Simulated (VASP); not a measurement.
C, 2 atoms in the cell. It takes space group Fd-3m (No. 227, cubic). Conventional cell: a = 3.567 Å, b = 3.567 Å, c = 3.567 Å, α = 90.00°, β = 90.00°, γ = 90.00°. C (site symmetry -43m) has 4 C at 1.54 Å within 2.1 Å. 

* Program: VASP 6.6.1
* Task: single point
* Functional: PBE
* Potentials or basis: VASP PAW PBE potentials, release 64 (C)
* Cutoff: 600 eV
* k mesh: 14 × 14 × 14
* Occupations: fermi-dirac, width 0.003 eV
* Spin: no spin polarisation
* Dipole correction: no
* Further INCAR settings: ALGO = Normal; EDIFF = 1e-06; NBANDS = 11

Potentials or basis: VASP PAW PBE potentials, release 64 (C).

Command:

```bash
$ cat potpaw_PBE.64/C/POTCAR > POTCAR
$ mpirun -np 1 vasp_std > vasp.out
```

Hardware: 1 thread of Intel Xeon 6975P-C, with other jobs on the host.

Task: Estimate the wall time of this run.

Result: Wall time 7.6 s on 1 thread of Intel Xeon 6975P-C (shared host), peak memory 0.13 GiB. Counts: scf iterations 11, k points 104.
